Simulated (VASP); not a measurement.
# Pd (Fm-3m) in VASP: a series of runs

Pd is run at these levels: r2SCAN; tasks: single point, relaxation of cell and atoms.

Everything below comes from runs of VASP 6.6.1. Logs are shortened: lines on timing, memory, paths and dates and some standing lists are left out, and cuts for length are marked.

### 1 The cell of the first run

It takes space group Fm-3m (No. 225, cubic). The conventional cell has a = 3.907 Å, b = 3.907 Å, c = 3.907 Å, α = 90.00°, β = 90.00°, γ = 90.00°. Within 3.6 Å of Pd (site symmetry m-3m) lie 12 Pd at 2.76 Å.

### 2 Single point, r2SCAN

The input, POSCAR:

```
Pd
1.0
    3.9070211597      0.0000000000      0.0000000000
    0.0000000000      3.9070211597      0.0000000000
    0.0000000000      0.0000000000      3.9070211597
Pd
4
Direct
    0.0000000000      0.0000000000      0.0000000000
    0.0000000000      0.5000000000      0.5000000000
    0.5000000000      0.0000000000      0.5000000000
    0.5000000000      0.5000000000      0.0000000000
```

The input, INCAR.step1:

```
  PREC = Accurate
  ENCUT = 520
  ISMEAR = 0
  SIGMA = 0.1
  LREAL = F
  LASPH = T
  NELM = 60
  NBANDS = 28
  GGA = PE
  ALGO = Normal
  EDIFF = 1E-4
  LWAVE = T
  LCHARG = F
```

The input, INCAR.step2:

```
  PREC = Accurate
  ENCUT = 520
  EDIFF = 1E-7
  ISMEAR = 0
  SIGMA = 0.1
  LREAL = F
  LASPH = T
  NELM = 60
  ALGO = Normal
  ISIF = 2
  LWAVE = F
  LCHARG = F
  METAGGA = R2SCAN
  LMIXTAU = T
  NBANDS = 28
  ISTART = 1
```

The input, KPOINTS:

```
regular mesh
0
Gamma
  6 6 6
```

Potentials or basis: VASP PAW PBE potentials, release 64 (Pd).

The run is started by

```console
cat potpaw_PBE.64/Pd/POTCAR > POTCAR
cp INCAR.step1 INCAR
mpirun -np 1 vasp_std > vasp.out
cp INCAR.step2 INCAR
mpirun -np 1 vasp_std > vasp.out
```

OUTCAR:

```text
PREC = Accurate
   ENCUT = 520
   EDIFF = 1E-7
   ISMEAR = 0
   LREAL = F
   LASPH = T
   NELM = 60
   ISIF = 2
   METAGGA = R2SCAN
   ISTART = 1

 ion  position               nearest neighbor table
   1  0.000  0.000  0.000-   2 2.76   3 2.76   4 2.76   2 2.76   3 2.76   2 2.76   4 2.76   2 2.76
                             3 2.76   4 2.76   3 2.76   4 2.76
   2  0.000  0.500  0.500-   1 2.76   3 2.76   4 2.76   1 2.76   4 2.76   1 2.76   3 2.76   1 2.76
                             3 2.76   4 2.76   4 2.76   3 2.76
   3  0.500  0.000  0.500-   1 2.76   2 2.76   4 2.76   1 2.76   4 2.76   2 2.76   4 2.76   4 2.76
                             1 2.76   2 2.76   1 2.76   2 2.76
   4  0.500  0.500  0.000-   1 2.76   2 2.76   3 2.76   2 2.76   3 2.76   1 2.76   3 2.76   3 2.76
                             1 2.76   2 2.76   2 2.76   1 2.76

  LATTYP: Found a simple cubic cell.
 ALAT       =     3.9070211597

  Lattice vectors:

 A1 = (   3.9070211597,   0.0000000000,   0.0000000000)
 A2 = (   0.0000000000,   3.9070211597,   0.0000000000)
 A3 = (   0.0000000000,   0.0000000000,   3.9070211597)

Analysis of symmetry for initial positions (statically):
=====================================================================
 Subroutine PRICEL returns following result:

  LATTYP: Found a face centered cubic cell.
 ALAT       =     3.9070211597

  Lattice vectors:

 A1 = (   1.9535105799,  -1.9535105799,   0.0000000000)
 A2 = (   1.9535105799,   0.0000000000,   1.9535105798)
 A3 = (   0.0000000000,  -1.9535105799,   1.9535105799)

   4 primitive cells build up your supercell.

 Routine SETGRP: Setting up the symmetry group for a
 simple cubic supercell.

 Subroutine GETGRP returns: Found 48 space group operations
 (whereof 48 operations were pure point group operations)
 out of a pool of 48 trial point group operations.

The static configuration has the point symmetry O_h .

Analysis of symmetry for dynamics (positions and initial velocities):
=====================================================================
 Subroutine PRICEL returns following result:

  LATTYP: Found a face centered cubic cell.
 ALAT       =     3.9070211597

  Lattice vectors:

 A1 = (   1.9535105799,  -1.9535105799,   0.0000000000)
 A2 = (   1.9535105799,   0.0000000000,   1.9535105798)
 A3 = (   0.0000000000,  -1.9535105799,   1.9535105799)
[... 99 lines left out ...]
   LSORBIT =      F    spin-orbit coupling
   LASPH  =      T    aspherical Exc in radial PAW
   ENCUT  =  520.0 eV  38.22 Ry    6.18 a.u.   7.26  7.26  7.26*2*pi/ulx,y,z
   NELM   =     60;   NELMIN=  2; NELMDL=  0     # of ELM steps
   EDIFF  = 0.1E-06   stopping-criterion for ELM
   LREAL  =      F    real-space projection
   EDIFFG = 0.1E-05   stopping-criterion for IOM
   NSW    =      0    number of steps for IOM
   IBRION =     -1    ionic relax: 0-MD 1-quasi-New 2-CG
   NFREE  =      0    steps in history (QN), initial steepest desc. (CG)
   ISIF   =      2    stress and relaxation
   ISYM   =      2    0-nonsym 1-usesym 2-fastsym
   POTIM  = 0.5000    time-step for ionic-motion
   TEBEG  =    0.0;   TEEND  =   0.0 temperature during run
   PSTRESS=    0.0 pullay stress
   NELECT =      40.0000    total number of electrons
   NUPDOWN=      -1.0000    fix difference up-down
   EMIN   =  10.00;   EMAX   =-10.00  energy-range for DOS
   EFERMI =   0.00;   METHOD = LEGACY
   ISMEAR =     0;   SIGMA  =   0.10  broadening in eV -4-tet -1-fermi 0-gaus
   EFERMI_NEDOS =   21; number of points for ismear=-14 and -15
   IALGO  =     38    algorithm
   IMIX   =      4    mixing-type and parameters
     AMIX     =   0.40;   BMIX     =  1.00
     AMIX_MAG =   1.60;   BMIX_MAG =  1.00
  volume/ion in A,a.u.               =      14.91       100.62
  Fermi-wavevector in a.u.,A,eV,Ry     =   1.433009  2.707995 27.939784  2.053516
  Thomas-Fermi vector in A             =   2.552575
   LORBIT       =      0    0 simple, 1 ext, 2 COOP (PROOUT), +10 PAW based schemes
   METAGGA = R2SCAN    functional components
   LHFCALC =     F    Hartree Fock is set to
   AEXX    =    0.0000 exact exchange contribution
   IVDW    =     0    specifies the selected vdW correction
   LEPSILON=     F    determine dielectric tensor
   LRPA    =     F    only Hartree local field effects (RPA)
 non-spin polarized calculation
 Gauss-broadening in eV      SIGMA  =   0.10
  energy-cutoff  :      520.00
  volume of cell :       59.64
 maximum number of plane-waves:      1640
 NGX is ok and might be reduce to    30
   NGX = 15   NGY = 15   NGZ = 15

 number of electron      40.0000038 magnetization

 Free energy of the ion-electron system (eV)
  ---------------------------------------------------
  ext. energy  EPLUGINS =         0.00000000
  ---------------------------------------------------
  free energy    TOTEN  =       -91.81044858 eV

  energy without entropy =      -91.74642161  energy(sigma->0) =      -91.77843510

 E-fermi :   9.3957     XC(G=0): -14.0592

 val. band max:        9.3892355808   @ k =   0.3333   0.1667   0.1667
 cond. band min:       9.3958179395   @ k =   0.5000   0.1667   0.0000
 fundamental gap:      0.0065823587
 Fermi energy:         9.3956881643

 k-point     1 :       0.0000    0.0000    0.0000
  band No.  band energies     occupation
      1       2.3193      2.00000
      2       3.9721      2.00000
      3       3.9721      2.00000
      4       3.9721      2.00000
      5       4.2399      2.00000
      6       4.2399      2.00000
[... 609 lines left out ...]
     27      17.0421      0.00000
     28      17.0421      0.00000

------------------------ aborting loop because EDIFF is reached ----------------------------------------

  FORCE on cell =-STRESS in cart. coord.  units (eV):
  Direction    XX          YY          ZZ          XY          YZ          ZX
  --------------------------------------------------------------------------------------
  -------------------------------------------------------------------------------------
  Total        0.2543943      0.2543943      0.2543943     -0.0000000     -0.0000000      0.0000000
  in kB        6.8340883      6.8340883      6.8340883     -0.0000000     -0.0000000      0.0000000
  external PRESSURE =       6.8340883 kB  Pullay stress =       0.0000000 kB

 VOLUME and BASIS-vectors are now :
 -----------------------------------------------------------------------------
  energy-cutoff  :      520.00
  volume of cell :       59.64
      direct lattice vectors                 reciprocal lattice vectors
     3.907021160  0.000000000  0.000000000     0.255949471  0.000000000  0.000000000
     0.000000000  3.907021160  0.000000000     0.000000000  0.255949471  0.000000000
     0.000000000  0.000000000  3.907021160     0.000000000  0.000000000  0.255949471

 POSITION                                       TOTAL-FORCE (eV/Angst)
 -----------------------------------------------------------------------------------
      0.00000      0.00000      0.00000        -0.000000      0.000000      0.000000
      0.00000      1.95351      1.95351        -0.000000      0.000000      0.000000
      1.95351      0.00000      1.95351         0.000000     -0.000000     -0.000000
      1.95351      1.95351      0.00000         0.000000      0.000000     -0.000000
 -----------------------------------------------------------------------------------
    total drift:                                0.000000      0.000000     -0.000000

  FREE ENERGIE OF THE ION-ELECTRON SYSTEM (eV)
  ---------------------------------------------------
  free  energy   TOTEN  =       -91.8104485841 eV

  energy  without entropy=      -91.7464216089  energy(sigma->0) =      -91.77843510
```

OSZICAR.step1:

```text
N       E                     dE             d eps       ncg     rms          rms(c)
DAV:   1     0.266354633970E+03    0.26635E+03   -0.20225E+04  1120   0.140E+03
DAV:   2    -0.153261113022E+02   -0.28168E+03   -0.26922E+03  1204   0.325E+02
DAV:   3    -0.219299419836E+02   -0.66038E+01   -0.64815E+01  1224   0.534E+01
DAV:   4    -0.219883186054E+02   -0.58377E-01   -0.58349E-01  1188   0.486E+00
DAV:   5    -0.219892917011E+02   -0.97310E-03   -0.97308E-03  1188   0.693E-01    0.151E+01
DAV:   6    -0.209368449675E+02    0.10524E+01   -0.28199E+00  1168   0.132E+01    0.730E+00
DAV:   7    -0.208906179287E+02    0.46227E-01   -0.44047E-02  1180   0.139E+00    0.358E+00
DAV:   8    -0.208782390069E+02    0.12379E-01   -0.54290E-03  1164   0.445E-01    0.219E-01
DAV:   9    -0.208781830494E+02    0.55957E-04   -0.10174E-04   704   0.688E-02
   1 F= -.20878183E+02 E0= -.20844814E+02  d E =-.667385E-01
```

Wall time 73 s (1 thread of Intel Xeon Platinum 8488C (Sapphire Rapids), shared host); peak memory 0.17 GiB.

What came out:

```
Free energy            : -91.8104 eV
Pressure               : 0.7 GPa
Band gap on the k mesh : zero (band 20 reaches 9.72 eV, above the bottom of band 21 at 9.21 eV)
```

Caveat: the PAW data sets were made with another functional, which shifts forces and pressure a little.

### 3 Single point, r2SCAN

POSCAR is that of step 2.

The input, INCAR.step1:

```
SYSTEM = Pd
PREC = Accurate
ENCUT = 520
ISMEAR = 0
SIGMA = 0.1
LREAL = .False.
LASPH = .True.
NELM = 80
NBANDS = 28
GGA = PE
ALGO = Normal
EDIFF = 1E-4
LWAVE = .True.
LCHARG = .False.
```

The input, INCAR.step2:

```
SYSTEM = Pd
PREC = Accurate
ENCUT = 520
EDIFF = 1E-6
ISMEAR = 0
SIGMA = 0.1
LREAL = .False.
LASPH = .True.
NELM = 80
ALGO = Normal
ISIF = 2
LWAVE = .False.
LCHARG = .False.
METAGGA = R2SCAN
LMIXTAU = .True.
NBANDS = 28
ISTART = 1
```

The input, KPOINTS:

```
Automatic mesh
0
Gamma
  6 6 6
  0 0 0
```

Potentials or basis: VASP PAW PBE potentials, release 64 (Pd).

The run is started by

```console
cat potpaw_PBE.64/Pd/POTCAR > POTCAR
cp INCAR.step1 INCAR
mpirun -np 1 vasp_std > vasp.out
cp INCAR.step2 INCAR
mpirun -np 1 vasp_std > vasp.out
```

Run time: 62 s. Hardware: 1 thread of Intel Xeon Platinum 8488C (Sapphire Rapids), shared host; peak memory 0.18 GiB.

It converged, with:

- Free energy: -91.8104 eV
- Pressure: 0.7 GPa
- Band gap on the k mesh: zero (band 20 reaches 9.72 eV, above the bottom of band 21 at 9.21 eV)

Levels at points of the mesh, in eV from the Fermi level:
```csv
k point,band 18,band 19,band 20,band 21,band 22,band 23
"(0.00, 0.00, 0.00)",0.32,0.32,0.32,0.32,3.68,3.68
"(0.50, 0.00, 0.00)",-1.35,-0.70,-0.70,0.32,0.32,9.35
"(0.50, 0.50, 0.00)",-1.26,-1.26,-1.26,2.49,2.49,2.49
"(0.50, 0.50, 0.50)",-0.02,-0.02,-0.02,1.34,1.34,1.34
```

Caveat: the PAW data sets were made with another functional, which shifts forces and pressure a little.

### 4 Relaxation of cell and atoms, r2SCAN

This run uses another cell than the first one, of 14.72 Å³/atom, 0.987 times its volume.

The input, POSCAR:

```
Pd
1.0
    3.8900000000      0.0000000000      0.0000000000
    0.0000000000      3.8900000000      0.0000000000
    0.0000000000      0.0000000000      3.8900000000
Pd
4
Direct
    0.0000000000      0.0000000000      0.0000000000
    0.0000000000      0.5000000000      0.5000000000
    0.5000000000      0.0000000000      0.5000000000
    0.5000000000      0.5000000000      0.0000000000
```

The input, INCAR.step1:

```
SYSTEM = Pd
ALGO = Normal
EDIFF = 1E-4
ENCUT = 600
GGA = PE
ISMEAR = 0
LASPH = .TRUE.
LCHARG = .FALSE.
LREAL = .FALSE.
LWAVE = .TRUE.
NELM = 80
PREC = Accurate
SIGMA = 0.1
```

The input, INCAR.step2:

```
SYSTEM = Pd
ALGO = Normal
EDIFF = 1E-6
EDIFFG = -0.03
ENCUT = 600
IBRION = 2
ISIF = 3
ISMEAR = 0
ISTART = 1
LASPH = .TRUE.
LCHARG = .FALSE.
LMIXTAU = .TRUE.
LREAL = .FALSE.
LWAVE = .FALSE.
METAGGA = R2SCAN
NELM = 80
NSW = 80
PREC = Accurate
SIGMA = 0.1
```

The input, KPOINTS:

```
k-points
0
G
  6 6 6
  0 0 0
```

Potentials or basis: VASP PAW PBE potentials, release 64 (Pd).

The run is started by

```console
cat potpaw_PBE.64/Pd/POTCAR > POTCAR
cp INCAR.step1 INCAR
mpirun -np 1 vasp_std > vasp.out
cp INCAR.step2 INCAR
mpirun -np 1 vasp_std > vasp.out
```

OUTCAR:

```text
SYSTEM = Pd
   EDIFF = 1E-6
   EDIFFG = -0.03
   ENCUT = 600
   IBRION = 2
   ISIF = 3
   ISMEAR = 0
   ISTART = 1
   LASPH = .TRUE.
   LREAL = .FALSE.
   METAGGA = R2SCAN
   NELM = 80
   NSW = 80
   PREC = Accurate

 ion  position               nearest neighbor table
   1  0.000  0.000  0.000-   2 2.75   3 2.75   4 2.75   2 2.75   3 2.75   2 2.75   4 2.75   2 2.75
                             3 2.75   4 2.75   3 2.75   4 2.75
   2  0.000  0.500  0.500-   1 2.75   3 2.75   4 2.75   1 2.75   4 2.75   1 2.75   3 2.75   1 2.75
                             3 2.75   4 2.75   4 2.75   3 2.75
   3  0.500  0.000  0.500-   1 2.75   2 2.75   4 2.75   1 2.75   4 2.75   2 2.75   4 2.75   4 2.75
                             1 2.75   2 2.75   1 2.75   2 2.75
   4  0.500  0.500  0.000-   1 2.75   2 2.75   3 2.75   2 2.75   3 2.75   1 2.75   3 2.75   3 2.75
                             1 2.75   2 2.75   2 2.75   1 2.75

  LATTYP: Found a simple cubic cell.
 ALAT       =     3.8900000000

  Lattice vectors:

 A1 = (   3.8900000000,   0.0000000000,   0.0000000000)
 A2 = (   0.0000000000,   3.8900000000,   0.0000000000)
 A3 = (   0.0000000000,   0.0000000000,   3.8900000000)

Analysis of symmetry for initial positions (statically):
=====================================================================
 Subroutine PRICEL returns following result:

  LATTYP: Found a face centered cubic cell.
 ALAT       =     3.8900000000

  Lattice vectors:

 A1 = (   1.9450000000,  -1.9450000000,   0.0000000000)
 A2 = (   1.9450000000,   0.0000000000,   1.9450000000)
 A3 = (   0.0000000000,  -1.9450000000,   1.9450000000)

   4 primitive cells build up your supercell.

 Routine SETGRP: Setting up the symmetry group for a
 simple cubic supercell.

 Subroutine GETGRP returns: Found 48 space group operations
 (whereof 48 operations were pure point group operations)
 out of a pool of 48 trial point group operations.

The static configuration has the point symmetry O_h .

Analysis of symmetry for dynamics (positions and initial velocities):
=====================================================================
 Subroutine PRICEL returns following result:

  LATTYP: Found a face centered cubic cell.
[... 122 lines left out ...]
   NUPDOWN=      -1.0000    fix difference up-down
   EMIN   =  10.00;   EMAX   =-10.00  energy-range for DOS
   EFERMI =   0.00;   METHOD = LEGACY
   ISMEAR =     0;   SIGMA  =   0.10  broadening in eV -4-tet -1-fermi 0-gaus
   EFERMI_NEDOS =   21; number of points for ismear=-14 and -15
   IALGO  =     38    algorithm
   IMIX   =      4    mixing-type and parameters
     AMIX     =   0.40;   BMIX     =  1.00
     AMIX_MAG =   1.60;   BMIX_MAG =  1.00
  volume/ion in A,a.u.               =      14.72        99.31
  Fermi-wavevector in a.u.,A,eV,Ry     =   1.439280  2.719844 28.184827  2.071526
  Thomas-Fermi vector in A             =   2.558153
   LORBIT       =      0    0 simple, 1 ext, 2 COOP (PROOUT), +10 PAW based schemes
   METAGGA = R2SCAN    functional components
   LHFCALC =     F    Hartree Fock is set to
   AEXX    =    0.0000 exact exchange contribution
   IVDW    =     0    specifies the selected vdW correction
   LEPSILON=     F    determine dielectric tensor
   LRPA    =     F    only Hartree local field effects (RPA)
 conjugate gradient relaxation of ions
 non-spin polarized calculation
 Gauss-broadening in eV      SIGMA  =   0.10
  energy-cutoff  :      600.00
  volume of cell :       58.86
 maximum number of plane-waves:      1984
 NGX is ok and might be reduce to    32
   NGX = 15   NGY = 15   NGZ = 15

--------------------------------------- Ionic step        1  -------------------------------------------

 number of electron      40.0000014 magnetization

 Free energy of the ion-electron system (eV)
  ---------------------------------------------------
  ext. energy  EPLUGINS =         0.00000000
  ---------------------------------------------------
  free energy    TOTEN  =       -91.79831238 eV

  energy without entropy =      -91.73492837  energy(sigma->0) =      -91.76662037

------------------------ aborting loop because EDIFF is reached ----------------------------------------

  FORCE on cell =-STRESS in cart. coord.  units (eV):
  Direction    XX          YY          ZZ          XY          YZ          ZX
  --------------------------------------------------------------------------------------
  -------------------------------------------------------------------------------------
  Total        1.2035016      1.2035016      1.2035016      0.0000000     -0.0000000      0.0000000
  in kB       32.7573276     32.7573276     32.7573276      0.0000000     -0.0000000      0.0000000
  external PRESSURE =      32.7573276 kB  Pullay stress =       0.0000000 kB
[... 63 lines left out ...]
--------------------------------------- Ionic step        3  -------------------------------------------

 number of electron      40.0000014 magnetization

 Free energy of the ion-electron system (eV)
  ---------------------------------------------------
  ext. energy  EPLUGINS =         0.00000000
  ---------------------------------------------------
  free energy    TOTEN  =       -91.80812757 eV

  energy without entropy =      -91.74391789  energy(sigma->0) =      -91.77602273

 E-fermi :   9.3340     XC(G=0): -14.0310

 val. band max:        9.3275118087   @ k =   0.3333   0.1667   0.1667
 cond. band min:       9.3341518022   @ k =   0.5000   0.1667   0.0000
 fundamental gap:      0.0066399936
 Fermi energy:         9.3339810863

 k-point     1 :       0.0000    0.0000    0.0000
  band No.  band energies     occupation
      1       2.2893      2.00000
      2       3.9432      2.00000
      3       3.9432      2.00000
      4       3.9432      2.00000
      5       4.2091      2.00000
      6       4.2091      2.00000
[... 560 lines left out ...]
  FREE ENERGIE OF THE ION-ELECTRON SYSTEM (eV)
  ---------------------------------------------------
  free  energy   TOTEN  =       -91.8081275746 eV

  energy  without entropy=      -91.7439178867  energy(sigma->0) =      -91.77602273

 reached required accuracy - stopping structural energy minimisation
```

Run time: 3.2 min. Hardware: 1 thread of Intel Xeon Platinum 8488C (Sapphire Rapids), shared host; peak memory 0.2 GiB.

Results:

```yaml
Free_energy: -91.8081 eV
Relaxed_volume: 14.96 Å³/atom
Relaxed_cell: a = 3.912 Å, b = 3.912 Å, c = 3.912 Å, α = 90.00°, β = 90.00°, γ = 90.00°
Space_group_after_relaxing_to_0.05_Å: Fm-3m (No. 225)
Energy_gained_by_relaxing: 2.5 meV/atom
Ionic_steps: 3
Pressure_after_relaxing: 0.1 GPa
Band_gap_on_the_k_mesh: zero (band 20 reaches 9.65 eV, above the bottom of band 21 at 9.15 eV)
```

The path:
```csv
step,energy change (eV),largest force (eV/Å),pressure (GPa),volume (Å³)
1,0.0000,0.0000,3.28,58.86
2,0.0144,0.0000,-4.71,61.46
3,-0.0098,0.0000,0.09,59.86
```

Final structure:
```
Pd
1.0
     3.91178    0.00000    0.00000
     0.00000    3.91178    0.00000
     0.00000    0.00000    3.91178
Pd
4
Direct
  0.00000 0.00000 0.00000
  0.00000 0.50000 0.50000
  0.50000 0.00000 0.50000
  0.50000 0.50000 0.00000
```

Levels at points of the mesh, in eV from the Fermi level:
| k point | band 18 | band 19 | band 20 | band 21 | band 22 | band 23 |
| --- | --- | --- | --- | --- | --- | --- |
| (0.00, 0.00, 0.00) | 0.32 | 0.32 | 0.32 | 0.32 | 3.68 | 3.68 |
| (0.50, 0.00, 0.00) | -1.34 | -0.70 | -0.70 | 0.32 | 0.32 | 9.33 |
| (0.50, 0.50, 0.00) | -1.25 | -1.25 | -1.25 | 2.48 | 2.48 | 2.48 |
| (0.50, 0.50, 0.50) | -0.02 | -0.02 | -0.02 | 1.35 | 1.35 | 1.35 |

Caveat: the PAW data sets were made with another functional, which shifts forces and pressure a little.
